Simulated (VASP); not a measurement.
Set up this calculation in VASP 6.6.1, as the native input.

```
Task                   : relaxation of cell and atoms
Functional             : PBEsol
Potentials or basis    : VASP PAW PBE potentials, release 64 (Al)
Cutoff                 : 600 eV
k mesh                 : 12 × 12 × 12
Occupations            : fermi-dirac, width 0.05 eV
Spin                   : no spin polarisation
Target pressure        : 30 GPa
Dipole correction      : no
Further INCAR settings : ALGO = Normal; EDIFF = 1e-06; IBRION = 2; EDIFFG = -0.02; NSW = 80; ISIF = 3
```

The structure of Al lies in POSCAR:

```
Al
1.0
   -1.5912186900      1.5912186900      1.5912186900
    1.5912186900     -1.5912186900      1.5912186900
    1.5912186900      1.5912186900     -1.5912186900
Al
1
Direct
    0.0000000000      0.0000000000      0.0000000000
```

The input as run:

INCAR

```
PREC = Accurate
ENCUT = 600
EDIFF = 1E-6
ISMEAR = -1
SIGMA = 0.05
LREAL = F
LASPH = T
NELM = 80
ALGO = Normal
ISIF = 3
LWAVE = F
LCHARG = F
GGA = PS
IBRION = 2
NSW = 80
EDIFFG = -0.02
PSTRESS = 300.0
```

KPOINTS

```
regular mesh
0
Gamma
  12 12 12
```

Potentials or basis: VASP PAW PBE potentials, release 64 (Al).

Run with:

```console
$ cat potpaw_PBE.64/Al/POTCAR > POTCAR
$ mpirun -np 1 vasp_std > vasp.out
```

Results of the run:

The relaxed volume is 12.99 Å³/atom and the relaxed cell is a = 2.565 Å, b = 2.565 Å, c = 2.565 Å, α = 109.47°, β = 109.47°, γ = 109.47°. The space group after relaxing (to 0.05 Å) is Im-3m (No. 229) and the energy change on relaxing (the enthalpy is what falls) is +270.2 meV/atom. The ionic steps are 7. The pressure after relaxing is 30.0 GPa.

Caveat: the cell is relaxed towards a set pressure, so the enthalpy falls and the energy may rise; the volume moved by over 15 % at a fixed basis, so the end points are rough; the PAW data sets were made with another functional, which shifts forces and pressure a little.

Run time: 9.5 s on 1 thread of Intel Xeon 6975P-C (shared host), peak memory 0.14 GiB.
